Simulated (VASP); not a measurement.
Crystal: BeP3Pd.

```
Be P Pd
1.0
     4.41990    0.00000    0.00000
     0.00000    4.41990    0.00000
     0.00000    0.00000    4.72505
Be P Pd
1 3 1
Direct
  0.00000 0.00000 0.30784
  0.50000 0.50000 0.05641
  0.00000 0.50000 0.26388
  0.50000 0.00000 0.26388
  0.50000 0.50000 0.56800
```

| Item | Value |
| --- | --- |
| Program | VASP 6.6.1 |
| Task | relaxation of cell and atoms |
| Functional | PBE |
| Potentials or basis | VASP PAW PBE potentials, release 64 (Be, P, Pd) |
| Cutoff | 600 eV |
| k mesh | 8 × 8 × 8 |
| Occupations | gaussian, width 0.1 eV |
| Spin | no spin polarisation |

At the start: pressure -0.1 GPa; volume 18.46 Å³/atom.

Where does the relaxation end?

Over 20 steps the energy falls by 5.3 meV/atom and the volume is 18.35 Å³/atom (-0.6 %); space group P4mm (No. 99, to 0.1 Å) before and after.

Step by step:
```tsv
step	energy change (eV)	largest force (eV/Å)	pressure (GPa)	volume (Å³)
1	0.0000	0.2218	-0.11	92.31
2	-0.0174	0.1600	0.01	92.12
3	-0.0210	0.1230	0.15	91.98
4	-0.0224	0.0816	-0.13	92.23
5	-0.0227	0.0925	-0.32	92.41
6	-0.0236	0.0666	-0.15	92.22
7	-0.0240	0.0614	0.03	92.02
8	-0.0240	0.0607	0.06	92.00
9	-0.0243	0.0551	0.03	92.01
10	-0.0251	0.0588	-0.04	92.06
11	-0.0250	0.1340	-0.18	92.15
12	-0.0254	0.0946	-0.10	92.10
13	-0.0257	0.0768	-0.10	92.05
14	-0.0262	0.0309	-0.08	91.92
15	-0.0258	0.0832	-0.04	91.64
16	-0.0263	0.0092	-0.07	91.83
17	-0.0264	0.0101	0.01	91.75
18	-0.0264	0.0105	0.02	91.74
19	-0.0264	0.0107	0.03	91.73
20	-0.0264	0.0060	0.02	91.74
```

Final structure:
```cif
data_structure
_symmetry_space_group_name_H-M 'P 1'
_symmetry_Int_Tables_number 1
_cell_length_a 4.3576
_cell_length_b 4.3576
_cell_length_c 4.8314
_cell_angle_alpha 90.000
_cell_angle_beta 90.000
_cell_angle_gamma 90.000
_cell_volume 91.74
loop_
_atom_site_label
_atom_site_type_symbol
_atom_site_fract_x
_atom_site_fract_y
_atom_site_fract_z
_atom_site_occupancy
Be1 Be 0.00000 0.00000 0.32298 1
P1 P 0.50000 0.50000 0.04617 1
P2 P 0.00000 0.50000 0.26323 1
P3 P 0.50000 0.00000 0.26323 1
Pd1 Pd 0.50000 0.50000 0.56438 1
```
